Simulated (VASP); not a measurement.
# Be (P1) in VASP: notebook

The runs below take Be through single point, with PBE+D3(BJ).

All numbers are computed with VASP 6.6.1; they aren't measurements. Logs are shortened: lines on timing, memory, paths and dates and some standing lists are left out, and cuts for length are marked.

## (1) The cell of the first run

The typed cell holds 18 atoms: a = 5.387 Å, b = 5.387 Å, c = 5.387 Å, α = 79.94°, β = 79.94°, γ = 79.94°.

## (2) Single point, PBE+D3(BJ) (dynamics (nve) at 450 K, volume x 1.01, from the last frame before)

File INCAR:

```
ALGO = Normal ; EDIFF = 1E-7
ENCUT = 520 ; GGA = PE
ISIF = 2 ; ISMEAR = -1
IVDW = 12 ; LASPH = T
LCHARG = F ; LREAL = Auto
LWAVE = F ; NBANDS = 33
NELM = 100 ; PREC = Accurate
SIGMA = 0.05
```

File KPOINTS:

```
Automatic mesh
0
Gamma
  2 2 2
  0.5 0.5 0.5
```

File POSCAR:

```
Be
1.0
   -0.0000000001      3.9960864412      3.6128632108
   -3.4607123737     -1.9980432206      3.6128632108
    3.4607123738     -1.9980432205      3.6128632108
Be
18
Direct
    0.3138108428      0.6383701892      0.3167288969
    0.6637798130      0.6455312967      0.9600073011
    0.2937141960      0.3074143413      0.6363041412
    0.2916375112      0.9680634649      0.9703494105
    0.6475785836      0.3089530524      0.2808620153
    0.9727736391      0.6275621361      0.6294655015
    0.9688761206      0.3040394649      0.9823605001
    0.6399130004      0.9726529495      0.6204875950
    0.9671741293      0.9813757876      0.3140328390
    0.3725460244      0.6806613464      0.7166157935
    0.6926945874      0.7155403982      0.3447441975
    0.3474481933      0.3642759955      0.0289016926
    0.3439913561      0.0240708416      0.3675784411
    0.6771076227      0.3386535550      0.7145952281
    0.0332346276      0.6936348433      0.0446947531
    0.0524121509      0.3560244478      0.3690957450
    0.7043315770      0.0302846250      0.0228968397
    0.0169759785      0.0428911796      0.6802796019
```

Potentials or basis: VASP PAW PBE potentials, release 64 (Be).

Launch:

```bash
> cat potpaw_PBE.64/Be/POTCAR > POTCAR
> mpirun -np 1 vasp_std > vasp.out
```

OUTCAR:

```text
EDIFF = 1E-7
   ENCUT = 520
   GGA = PE
   ISIF = 2
   ISMEAR = -1
   IVDW = 12
   LASPH = T
   LREAL = Auto
   NELM = 100
   PREC = Accurate
 IVDW          = 12

 ion  position               nearest neighbor table
   1  0.314  0.638  0.317-  13 2.18  11 2.19  16 2.20  15 2.23   3 2.25   6 2.27  12 2.29  10 2.29
                             5 2.30   4 2.34   9 2.39
   2  0.664  0.646  0.960-  10 2.18  15 2.19  11 2.21  17 2.21   6 2.22   7 2.24  14 2.27   5 2.28
                             8 2.31
   3  0.294  0.307  0.636-  16 2.06  18 2.19  14 2.22   6 2.22  13 2.23  10 2.25   1 2.25  12 2.26
                             7 2.32   4 2.33   8 2.36
   4  0.292  0.968  0.970-  15 2.15  10 2.18  18 2.27   7 2.28  13 2.28  12 2.29   9 2.32   3 2.33
                             1 2.34  17 2.38
   5  0.648  0.309  0.281-   7 2.15  17 2.17  12 2.24   9 2.25   2 2.28   1 2.30  11 2.34   8 2.34
                            13 2.37  16 2.38
   6  0.973  0.628  0.629-  16 2.14   2 2.22   3 2.22   1 2.27  11 2.27   9 2.32   7 2.34   8 2.35
                            14 2.35  10 2.36  18 2.36
   7  0.969  0.304  0.982-   5 2.15  12 2.18  17 2.18   2 2.24   9 2.26  15 2.28  14 2.28  16 2.28
                             4 2.28  18 2.28   3 2.32   6 2.34
   8  0.640  0.973  0.620-  11 2.15  14 2.17   9 2.20  18 2.22  13 2.22  10 2.25   2 2.31  17 2.33
                             5 2.34   6 2.35   3 2.36
   9  0.967  0.981  0.314-  18 2.13  13 2.16   8 2.20  11 2.20  16 2.23  17 2.24   5 2.25  15 2.25
                             7 2.26   4 2.32   6 2.32   1 2.39
  10  0.373  0.681  0.717-   2 2.18   4 2.18  12 2.18  14 2.24   8 2.25   3 2.25   1 2.29  15 2.31
                             6 2.36
  11  0.693  0.716  0.345-   8 2.15   1 2.19   9 2.20  17 2.20   2 2.21  15 2.22   6 2.27  13 2.28
                             5 2.34
  12  0.347  0.364  0.029-  10 2.18   7 2.18  16 2.21  15 2.23  14 2.23   5 2.24   3 2.26   1 2.29
                             4 2.29  13 2.35
  13  0.344  0.024  0.368-   9 2.16  16 2.16   1 2.18  18 2.22   8 2.22   3 2.23  11 2.28   4 2.28
                            12 2.35   5 2.37
  14  0.677  0.339  0.715-  17 2.14   8 2.17  18 2.21   3 2.22  12 2.23  10 2.24   2 2.27   7 2.28
                             6 2.35
  15  0.033  0.694  0.045-   4 2.15   2 2.19  11 2.22  12 2.23   1 2.23   9 2.25   7 2.28  16 2.29
                            17 2.31  10 2.31
  16  0.052  0.356  0.369-   3 2.06   6 2.14  13 2.16  18 2.17   1 2.20  12 2.21   9 2.23   7 2.28
                            15 2.29   5 2.38
  17  0.704  0.030  0.023-  14 2.14   5 2.17   7 2.18  11 2.20   2 2.21   9 2.24  18 2.27  15 2.31
                             8 2.33   4 2.38
  18  0.017  0.043  0.680-   9 2.13  16 2.17   3 2.19  14 2.21  13 2.22   8 2.22  17 2.27   4 2.27
                             7 2.28   6 2.36

  LATTYP: Found a trigonal (rhomboedric) cell.
 ALAT       =     5.3871594951
 COS(alpha) =     0.1746439486

  Lattice vectors:

 A1 = (  -0.0000000001,   3.9960864412,   3.6128632108)
 A2 = (  -3.4607123737,  -1.9980432206,   3.6128632108)
 A3 = (   3.4607123738,  -1.9980432205,   3.6128632108)

Analysis of symmetry for initial positions (statically):
=====================================================================
 Subroutine PRICEL returns:
 Original cell was already a primitive cell.

 Routine SETGRP: Setting up the symmetry group for a
 trigonal (rhombohedral) supercell.

 Subroutine GETGRP returns: Found  1 space group operations
 (whereof  1 operations were pure point group operations)
 out of a pool of 12 trial point group operations.

The static configuration has the point symmetry C_1 .

Analysis of symmetry for dynamics (positions and initial velocities):
=====================================================================
 Subroutine PRICEL returns:
 Original cell was already a primitive cell.

 Routine SETGRP: Setting up the symmetry group for a
 trigonal (rhombohedral) supercell.

 Subroutine GETGRP returns: Found  1 space group operations
 (whereof  1 operations were pure point group operations)
 out of a pool of 12 trial point group operations.

The dynamic configuration has the point symmetry C_1 .

 Subroutine INISYM returns: Found  1 space group operations
 (whereof  1 operations are pure point group operations),
 and found     1 'primitive' translations

----------------------------------------------------------------------------------------

                                     Primitive cell

  volume of cell :     149.8902

  direct lattice vectors                    reciprocal lattice vectors
[... 49 lines left out ...]

 KPOINTS: Automatic mesh

Automatic generation of k-mesh.
 Grid dimensions read from file:
 generate k-points for:    2    2    2

 Generating k-lattice:

  Cartesian coordinates                     Fractional coordinates (reciprocal lattice)
    -0.000000000  0.083414946  0.046131463     0.500000000  0.000000000  0.000000000
    -0.072239462 -0.041707473  0.046131463     0.000000000  0.500000000  0.000000000
     0.072239462 -0.041707473  0.046131463     0.000000000  0.000000000  0.500000000

  Length of vectors
     0.095321378  0.095321378  0.095321378

  Shift w.r.t. Gamma in fractional coordinates (k-lattice)
     0.500000000  0.500000000  0.500000000

 Subroutine IBZKPT returns following result:
 ===========================================

 Found      4 irreducible k-points:

 Following reciprocal coordinates:
            Coordinates               Weight
  0.250000  0.250000  0.250000      2.000000
 -0.250000  0.250000  0.250000      2.000000
  0.250000 -0.250000  0.250000      2.000000
  0.250000  0.250000 -0.250000      2.000000
   k-points           NKPTS =      4   k-points in BZ     NKDIM =      4   number of bands    NBANDS=     33
   number of dos      NEDOS =    301   number of ions     NIONS =     18
   total plane-waves  NPLWV =  64000
   dimension x,y,z NGX =    40 NGY =   40 NGZ =   40
   dimension x,y,z NGXF=    80 NGYF=   80 NGZF=   80
   ions per type =              18
   NGX,Y,Z   is equivalent  to a cutoff of  12.34, 12.34, 12.34 a.u.
   NGXF,Y,Z  is equivalent  to a cutoff of  24.69, 24.69, 24.69 a.u.
 SYSTEM =  unknown system
   PREC   = accura    normal or accurate (medium, high low for compatibility)
   ISTART =      0    job   : 0-new  1-cont  2-samecut
   ICHARG =      2    charge: 1-file 2-atom 10-const
   ISPIN  =      1    spin polarized calculation?
   LNONCOLLINEAR =      F non collinear calculations
   LSORBIT =      F    spin-orbit coupling
   LASPH  =      T    aspherical Exc in radial PAW
   ENCUT  =  520.0 eV  38.22 Ry    6.18 a.u.  10.02 10.02 10.02*2*pi/ulx,y,z
   NELM   =    100;   NELMIN=  2; NELMDL= -5     # of ELM steps
   EDIFF  = 0.1E-06   stopping-criterion for ELM
   LREAL  =      T    real-space projection
   EDIFFG = 0.1E-05   stopping-criterion for IOM
   NSW    =      0    number of steps for IOM
   IBRION =     -1    ionic relax: 0-MD 1-quasi-New 2-CG
   NFREE  =      0    steps in history (QN), initial steepest desc. (CG)
   ISIF   =      2    stress and relaxation
   ISYM   =      2    0-nonsym 1-usesym 2-fastsym
   POTIM  = 0.5000    time-step for ionic-motion
   TEBEG  =    0.0;   TEEND  =   0.0 temperature during run
   PSTRESS=    0.0 pullay stress
   NELECT =      36.0000    total number of electrons
   NUPDOWN=      -1.0000    fix difference up-down
   EMIN   =  10.00;   EMAX   =-10.00  energy-range for DOS
   EFERMI =   0.00;   METHOD = LEGACY
   ISMEAR =    -1;   SIGMA  =   0.05  broadening in eV -4-tet -1-fermi 0-gaus
   EFERMI_NEDOS =   21; number of points for ismear=-14 and -15
   IALGO  =     38    algorithm
   IMIX   =      4    mixing-type and parameters
     AMIX     =   0.40;   BMIX     =  1.00
     AMIX_MAG =   1.60;   BMIX_MAG =  1.00
  volume/ion in A,a.u.               =       8.33        56.19
  Fermi-wavevector in a.u.,A,eV,Ry     =   1.017618  1.923018 14.089453  1.035546
  Thomas-Fermi vector in A             =   2.151029
   LORBIT       =      0    0 simple, 1 ext, 2 COOP (PROOUT), +10 PAW based schemes
   GGA     = PE    functional components
   LHFCALC =     F    Hartree Fock is set to
   AEXX    =    0.0000 exact exchange contribution
   IVDW    =    12    specifies the selected vdW correction
   LEPSILON=     F    determine dielectric tensor
   LRPA    =     F    only Hartree local field effects (RPA)
 non-spin polarized calculation
  energy-cutoff  :      520.00
  volume of cell :      149.89
 maximum number of plane-waves:      4050
   NGX = 21   NGY = 21   NGZ = 21

 number of electron      36.0000000 magnetization

 Free energy of the ion-electron system (eV)
  ---------------------------------------------------
  ext. energy  EPLUGINS =         0.00000000
  ---------------------------------------------------
  free energy    TOTEN  =       -66.96084403 eV

  energy without entropy =      -66.90013040  energy(sigma->0) =      -66.93048722

 E-fermi :   5.9175     XC(G=0): -10.4292

 val. band max:        5.9012875546   @ k =   0.2500  -0.2500   0.2500
 cond. band min:       6.0676942749   @ k =   0.2500   0.2500   0.2500
 fundamental gap:      0.1664067202
 Fermi energy:         5.9175307260

 k-point     1 :       0.2500    0.2500    0.2500
  band No.  band energies     occupation
      1      -3.9325      2.00000
      2      -1.3790      2.00000
      3      -1.3205      2.00000
      4      -1.1914      2.00000
      5      -0.0284      2.00000
      6       0.0583      2.00000
[... 121 lines left out ...]
     29      11.0402      0.00000
     30      11.4255      0.00000
 [bands above 30 left out]

------------------------ aborting loop because EDIFF is reached ----------------------------------------

 Edisp (eV)   -6.05727

 E8    (eV) :    -2.0959

  FORCE on cell =-STRESS in cart. coord.  units (eV):
  Direction    XX          YY          ZZ          XY          YZ          ZX
  --------------------------------------------------------------------------------------
  -------------------------------------------------------------------------------------
  Total      -8.16873    -8.19063   -12.94659     1.00823     0.01639    -0.21838
  in kB     -87.31560   -87.54972  -138.38620    10.77694     0.17524    -2.33430
  external pressure =     -104.42 kB  Pullay stress =        0.00 kB

 VOLUME and BASIS-vectors are now :
 -----------------------------------------------------------------------------
  energy-cutoff  :      520.00
  volume of cell :      149.89
      direct lattice vectors                 reciprocal lattice vectors
    -0.000000000  3.996086441  3.612863211    -0.000000000  0.166829891  0.092262927
    -3.460712374 -1.998043221  3.612863211    -0.144478924 -0.083414946  0.092262927
     3.460712374 -1.998043221  3.612863211     0.144478924 -0.083414946  0.092262927

 POSITION                                       TOTAL-FORCE (eV/Angst)
 -----------------------------------------------------------------------------------
     -1.11311     -0.65431      4.58440        -0.141066     -0.006140     -0.323057
      1.08831     -0.55541      8.19874         0.273005     -0.549598     -0.365030
      1.13819     -0.71188      4.47067         0.335136      0.417719      0.644512
      0.00791     -2.70762      8.05687        -0.170333      0.294946      0.620836
     -0.09721      1.40930      4.47053         0.551432     -0.662338      0.470476
      0.00659      1.37569      8.05597        -0.105851     -0.340760      0.484569
[... 10 lines left out ...]
     -0.02557      2.70831      2.73679         0.320258      0.270938     -0.310351
      2.20582     -1.37709      2.67405         0.519639      0.006774      0.214383
 -----------------------------------------------------------------------------------
    total drift:                               -0.001187     -0.002121     -0.000832

  FREE ENERGIE OF THE ION-ELECTRON SYSTEM (eV)
  ---------------------------------------------------
  free  energy   TOTEN  =       -73.0181184820 eV

  energy  without entropy=      -72.9574048510  energy(sigma->0) =      -72.98776167
```

Run time: 30 s. Hardware: 1 thread of Intel Xeon Platinum 8559C (Emerald Rapids), shared host; peak memory 0.25 GiB.

Results:

| Property | Result |
| --- | --- |
| Free energy | -73.0181 eV |
| Pressure | -10.4 GPa |
| Largest force | 1.087 eV/Å |
| Band gap on the k mesh | zero (band 18 reaches 5.90 eV, above the bottom of band 19 at 5.83 eV) |
| Dispersion energy per atom | -0.337 eV |

Forces on the atoms (eV/Å):
```
Be  -0.141 -0.006 -0.323
Be   0.273 -0.550 -0.365
Be   0.335  0.418  0.645
Be  -0.170  0.295  0.621
Be   0.551 -0.662  0.470
Be  -0.106 -0.341  0.485
Be  -0.352  0.259 -0.017
Be   0.466 -0.421  0.322
Be  -0.174  0.374 -0.432
Be  -0.735  0.307 -0.474
Be   0.372 -0.013 -0.268
Be  -0.208  0.340  0.170
Be   0.135  0.260  0.368
Be  -0.651 -0.091  0.347
Be   0.116 -0.246 -0.538
Be  -0.553 -0.202 -0.914
Be   0.320  0.271 -0.310
Be   0.520  0.007  0.214
```

Stress tensor (GPa, compression positive):
```
 -8.73   1.08  -0.23
  1.08  -8.75   0.02
 -0.23   0.02 -13.84
```

Caveat: the k points lie up to 0.60 Å⁻¹ apart; pairwise dispersion overbinds metals, which lowers pressure and volume; forces of over 1 eV/Å act on the atoms, so gaps and moduli don't describe the material at rest.

## (3) Single point, PBE+D3(BJ) (dynamics (nve) at 450 K, volume x 1.01, from the last frame before)

File INCAR:

```
  PREC = Accurate
  ENCUT = 520
  EDIFF = 1E-6
  ISMEAR = -1
  SIGMA = 0.05
  LREAL = Auto
  LASPH = True
  NELM = 100
  ALGO = Normal
  ISIF = 2
  LWAVE = False
  LCHARG = True
  GGA = PE
  IVDW = 12
  LELF = True
  LVHAR = True
  NBANDS = 33
```

KPOINTS is that of step 2.

File POSCAR:

```
Be
1.0
   -0.0000000001      3.9960864412      3.6128632108
   -3.4607123737     -1.9980432206      3.6128632108
    3.4607123738     -1.9980432205      3.6128632108
Be
18
Direct
    0.2816180763      0.6404331092      0.2905958881
    0.6183233733      0.6411830766      0.9894541462
    0.2832229148      0.3082807308      0.6380793031
    0.2932363841      0.9816751299      0.9823989693
    0.6243103237      0.2987708215      0.3200456320
    0.9729671009      0.6575924846      0.6389633722
    0.9783023764      0.2997857873      0.9657778581
    0.6472140891      0.9661559335      0.6519188972
    0.9761157825      0.9660222964      0.3102544212
    0.3685214756      0.6821629523      0.6793594833
    0.7042446744      0.6987953611      0.3692554061
    0.3517400549      0.3592532022      0.0250581362
    0.3684532101      0.0159957753      0.3639258747
    0.7304209983      0.3653488932      0.6887496498
    0.0252649796      0.6905822232      0.0179264956
    0.0327458834      0.3528199229      0.3500684663
    0.7104897927      0.0345374033      0.0325245230
    0.0328086128      0.0406046048      0.6856434751
```

Potentials or basis: VASP PAW PBE potentials, release 64 (Be).

Launch:

```bash
> cat potpaw_PBE.64/Be/POTCAR > POTCAR
> mpirun -np 1 vasp_std > vasp.out
```

Run time: 29 s. Hardware: 1 thread of Intel Xeon Platinum 8559C (Emerald Rapids), shared host; peak memory 0.25 GiB.

It converged, with:

```
Free energy                : -73.0164 eV
Pressure                   : -10.9 GPa
Largest force              : 1.115 eV/Å
Band gap on the k mesh     : zero (band 18 reaches 5.89 eV, above the bottom of band 19 at 5.71 eV)
Dispersion energy per atom : -0.336 eV
```

Forces in eV/Å, atoms in the order of the input:
```
Be   0.447  0.420  0.858
Be  -0.187  0.465  0.094
Be   0.028  0.399  0.554
Be  -0.120  0.440 -0.273
Be  -0.546  0.014  0.402
Be   0.233  0.187 -0.258
Be   0.069 -0.398  0.362
Be  -0.251 -0.303 -0.248
Be  -0.282 -0.345  0.010
Be   0.051 -0.132  0.417
Be  -0.033  0.076 -0.610
Be  -0.040  0.293  0.342
Be  -0.044 -0.079  0.011
Be   0.166 -0.756 -0.802
Be   0.069 -0.088  0.177
Be  -0.163 -0.136  0.014
Be  -0.021 -0.049 -0.741
Be   0.623 -0.008 -0.308
```

Stress tensor (GPa, compression positive):
```
 -2.98  -0.67  -0.15
 -0.67 -15.79  -1.11
 -0.15  -1.11 -13.79
```

Levels at points of the mesh, in eV from the Fermi level:
```csv
k point,band 13,band 14,band 15,band 16,band 17,band 18,band 19,band 20,band 21,band 22
"(0.25, 0.25, 0.25)",-0.75,-0.64,-0.52,-0.40,-0.33,-0.23,-0.13,-0.01,1.88,2.12
```

Caveat: the k points lie up to 0.60 Å⁻¹ apart; pairwise dispersion overbinds metals, which lowers pressure and volume; forces of over 1 eV/Å act on the atoms, so gaps and moduli don't describe the material at rest.

## (4) Single point, PBE+D3(BJ) (dynamics (nve) at 450 K, volume x 1.01, from the last frame before)

File INCAR:

```
PREC = Accurate
ENCUT = 520
EDIFF = 1E-6
ISMEAR = -1
SIGMA = 0.05
LREAL = Auto
LASPH = T
NELM = 60
ALGO = Normal
ISIF = 2
LWAVE = F
LCHARG = F
GGA = PE
IVDW = 12
NBANDS = 33
```

KPOINTS is that of step 3.

File POSCAR:

```
Be
1.0
   -0.0000000001      3.9960864412      3.6128632108
   -3.4607123737     -1.9980432206      3.6128632108
    3.4607123738     -1.9980432205      3.6128632108
Be
18
Direct
    0.3070280355      0.6271339482      0.3126458075
    0.6370860600      0.6381488867      0.9532831372
    0.2892055545      0.3035468082      0.6430500299
    0.3271675696      0.9854677992      0.9640785614
    0.6561050845      0.2939110829      0.2939373780
    0.9758172724      0.6380475094      0.6379024525
    0.9845282044      0.2953318027      0.9582230668
    0.6450907487      0.9662200082      0.6353176169
    0.9632331915      0.9782308675      0.3048044893
    0.3376960387      0.7022640759      0.6942215121
    0.7068484465      0.6955222187      0.3639300851
    0.3616683447      0.3772129142      0.0266096658
    0.3445152183      0.0537866035      0.3540502163
    0.6947150123      0.3802885474      0.6943169562
    0.0255290371      0.6945630532      0.0411553857
    0.0210736173      0.3473530575      0.3787018054
    0.6881552642      0.0065029156      0.0431696438
    0.0345375871      0.0164680828      0.7006020831
```

Launch:

```bash
> cat potpaw_PBE.64/Be/POTCAR > POTCAR
> mpirun -np 1 vasp_std > vasp.out
```

It took 30 s on 1 thread of Intel Xeon Platinum 8559C (Emerald Rapids), shared host; peak memory 0.25 GiB.

Results (log left out):

```
Free energy                : -73.0633 eV
Pressure                   : -10.6 GPa
Largest force              : 0.906 eV/Å
Band gap on the k mesh     : zero (band 18 reaches 5.94 eV, above the bottom of band 19 at 5.90 eV)
Dispersion energy per atom : -0.336 eV
```

Forces in eV/Å, atoms in the order of the input:
```
Be  -0.164  0.053  0.200
Be   0.251 -0.382  0.675
Be  -0.240  0.428  0.554
Be   0.219 -0.373 -0.706
Be  -0.462 -0.635  0.213
Be  -0.097 -0.099  0.023
Be   0.433 -0.730  0.319
Be  -0.053 -0.385  0.212
Be   0.174  0.334  0.179
Be   0.425  0.610  0.435
Be   0.172  0.098 -0.650
Be   0.303  0.444 -0.359
Be   0.450  0.559 -0.101
Be   0.198  0.020 -0.827
Be  -0.385  0.137 -0.261
Be  -0.519 -0.165 -0.017
Be  -0.507  0.152  0.290
Be  -0.198 -0.066 -0.180
```

Stress tensor (GPa, compression positive):
```
-10.95   2.61  -0.48
  2.61  -6.56   0.04
 -0.48   0.04 -14.28
```

Levels at points of the mesh, in eV from the Fermi level:
```csv
k point,band 16,band 17,band 18,band 19,band 20,band 21
"(0.25, 0.25, 0.25)",-0.64,-0.43,-0.22,-0.02,0.04,1.73
```

Caveat: the k points lie up to 0.60 Å⁻¹ apart; pairwise dispersion overbinds metals, which lowers pressure and volume.
